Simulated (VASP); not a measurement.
Crystal: SnTe.

```xyz
2
Lattice="0.0000 3.1717 3.1717 3.1717 0.0000 3.1717 3.1717 3.1717 0.0000" Properties=species:S:1:pos:R:3 pbc="T T T"
Te    3.1717    3.1717    3.1717
Sn    0.0000    0.0000    0.0000
```

Base run:

* Program: VASP 6.6.1
* Functional: r2SCAN
* Potentials or basis: VASP PAW PBE potentials, release 64 (Te, Sn_d)
* Cutoff: 520 eV
* k mesh: 7 × 7 × 7
* Occupations: fermi-dirac, width 0.05 eV
* Spin: no spin polarisation

Its results: pressure 0.6 GPa.

Problem. The run is repeated on the same cell with these changes: functional from r2SCAN to HF; k mesh from 7 × 7 × 7 to 4 × 4 × 4. What comes out?

Solution. Pressure 4.6 GPa.

Several settings changed at once.

Caveats: some runs use coarse meshes; the PAW data sets were made with another functional, which shifts forces and pressure a little.
